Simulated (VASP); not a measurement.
Here is a VASP 6.6.1 calculation.

File INCAR:

```
ALGO = Normal
EDIFF = 1E-7
ENCUT = 520
ISIF = 2
ISMEAR = 0
LASPH = True
LCHARG = True
LELF = True
LREAL = False
LVHAR = True
LWAVE = False
NBANDS = 17
NELM = 100
PREC = Accurate
SIGMA = 0.1
```

KPOINTS

```
k-points
0
Gamma
  18 18 18
```

File POSCAR:

```
TiSi2
1.0
   -1.4540925019      1.6852182440      4.1375118505
    1.4540925019     -1.6852182440      4.1375118505
    1.4540925019      1.6852182440     -4.1375118505
Ti Si
1 2
Direct
    0.0000000000      0.0000000000      0.0000000000
    0.3309289791      0.3309289791      0.0000000000
    0.6690710209      0.6690710209      0.0000000000
```

Potentials or basis: VASP PAW LDA potentials, release 64 (Ti_sv, Si).

Run with:

```console
$ cat potpaw_LDA.64/Ti_sv/POTCAR potpaw_LDA.64/Si/POTCAR > POTCAR
$ mpirun -np 1 vasp_std > vasp.out
```

Task: Estimate the largest force.

Result: 0.008 eV/Å.

Task: What does it give for the pressure?

Result: 0.2 GPa.

Task: Estimate the band gap on the k mesh.

Result: Zero (bands 10 and 11 overlap by 2.46 eV).

Forces in eV/Å, atoms in the order of the input:
```
Ti   0.000  0.000  0.000
Si   0.000  0.000 -0.008
Si   0.000  0.000  0.008
```
